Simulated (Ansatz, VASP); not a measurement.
## SrO: VASP beside Ansatz

File INCAR:

```
SYSTEM = SrO
  PREC = Accurate
  ENCUT = 520
  EDIFF = 1E-7
  ISMEAR = 0
  SIGMA = 0.05
  LREAL = .FALSE.
  LASPH = .TRUE.
  NELM = 100
  ALGO = Normal
  ISIF = 2
  LWAVE = .FALSE.
  LCHARG = .FALSE.
  GGA = PE
  NBANDS = 15
```

Contents of KPOINTS:

```
regular mesh
0
G
  8 8 8
  0 0 0
```

The input POSCAR:

```
SrO
1.0
    0.0160612500      2.5698000000      2.5698000000
    2.5698000000      0.0160612500      2.5698000000
    2.5858612500      2.5858612500      0.0000000000
Sr O
1 1
Direct
    0.0000000000      0.0000000000      0.0000000000
    0.5000000000      0.5000000000      0.5000000000
```

Input for Ansatz:

```yaml
crystal:
  lattice:
    - [0.01606125, 2.5698, 2.5698]
    - [2.5698, 0.01606125, 2.5698]
    - [2.58586125, 2.58586125, 0.0]
  atoms:
    - { symbol: Sr, position: [0.0, 0.0, 0.0] }
    - { symbol: O, position: [0.5, 0.5, 0.5] }
basis:
  ecutwfc: 420
kpoints:
  mp_grid: { grid: [8, 8, 8] }
hamiltonian:
  xc: pbe
scf:
  occupations: { method: gaussian, width: 0.05 }
output:
  forces: true
  stress: true
  eigenvalues: true
```

Change from the starting cell: strain +0.0125 x Voigt [0, 0, 0, 0, 0, 1], atoms carried along.

Alike in both runs: task single point; functional PBE; k mesh 8 × 8 × 8; occupations gaussian, width 0.05 eV; no spin polarisation.

|  | VASP | Ansatz |
| --- | --- | --- |
| version | VASP 6.6.1 | Ansatz 0.2.0 |
| potentials or method | VASP PAW PBE potentials, release 64 (Sr_sv, O), cutoff 520 eV | scalar-relativistic, plane waves, PAW |
| valence electrons in the cell | 16 | 16 |

|  | VASP | Ansatz | Ansatz less VASP |
| --- | --- | --- | --- |
| gap on the k mesh at the Fermi level (eV) | 3.25 | 3.30 | +0.049 |
| least direct gap on the mesh (eV) | 3.33 | 3.37 | +0.038 |
| pressure (GPa) | 3.5 | 2.9 | -0.59 |
| traceless stress, the component that is largest in VASP (GPa) | -0.68 | -0.68 | 0.000 |
